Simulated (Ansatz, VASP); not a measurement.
SnO: VASP beside Ansatz

INCAR

```
SYSTEM = SnO
  PREC = Accurate
  ENCUT = 520
  EDIFF = 1E-7
  ISMEAR = -1
  SIGMA = 0.05
  LREAL = .FALSE.
  LASPH = .TRUE.
  NELM = 80
  ALGO = Normal
  ISIF = 2
  LWAVE = .FALSE.
  LCHARG = .TRUE.
  GGA = PE
  LELF = .TRUE.
  LVHAR = .TRUE.
  NBANDS = 28
```

Contents of KPOINTS:

```
regular mesh
0
G
  6 6 4
  0 0 0
```

File POSCAR:

```
SnO
1.0
    3.8973087786      0.0000000000      0.0000000000
    0.0000000000      3.8973087786      0.0000000000
    0.0000000000      0.0000000000      4.9665909376
Sn O
2 2
Direct
    0.5000000000      0.0000000000      0.2369000000
    0.0000000000      0.5000000000      0.7631000000
    0.0000000000      0.0000000000      0.0000000000
    0.5000000000      0.5000000000      0.0000000000
```

Input for Ansatz:

```yaml
crystal:
  lattice:
    - [3.8973087786276603, 0.0, 0.0]
    - [0.0, 3.8973087786276603, 0.0]
    - [0.0, 0.0, 4.966590937603533]
  atoms:
    - { symbol: Sn, position: [0.5, 0.0, 0.2369] }
    - { symbol: Sn, position: [0.0, 0.5, 0.7631] }
    - { symbol: O, position: [0.0, 0.0, 0.0] }
    - { symbol: O, position: [0.5, 0.5, 0.0] }
basis:
  ecutwfc: 510.0
kpoints:
  mp_grid:
    grid: [6, 6, 4]
hamiltonian:
  xc: pbe
scf:
  convergence:
    dr2_threshold: 1.0e-09
  occupations:
    method: fermi_dirac
    width: 0.05
output:
  stress: true
```

Alike in both runs: task single point; functional PBE; k mesh 6 × 6 × 4; occupations fermi-dirac, width 0.05 eV; no spin polarisation.

|  | VASP | Ansatz |
| --- | --- | --- |
| version | VASP 6.6.1 | Ansatz 0.2.0 |
| potentials or method | VASP PAW PBE potentials, release 64 (Sn_d, O), cutoff 520 eV | plane waves, PAW |
| valence electrons in the cell | 40 | 40 |

|  | VASP | Ansatz | Ansatz less VASP |
| --- | --- | --- | --- |
| pressure (GPa) | -1.9 | -2.1 | -0.20 |
| traceless stress, the component that is largest in VASP (GPa) | 0.32 | 0.31 | -0.012 |

The functional is the same, so the differences come from potentials, cutoffs and numerics. Ansatz's warnings: stress scf threshold loose.
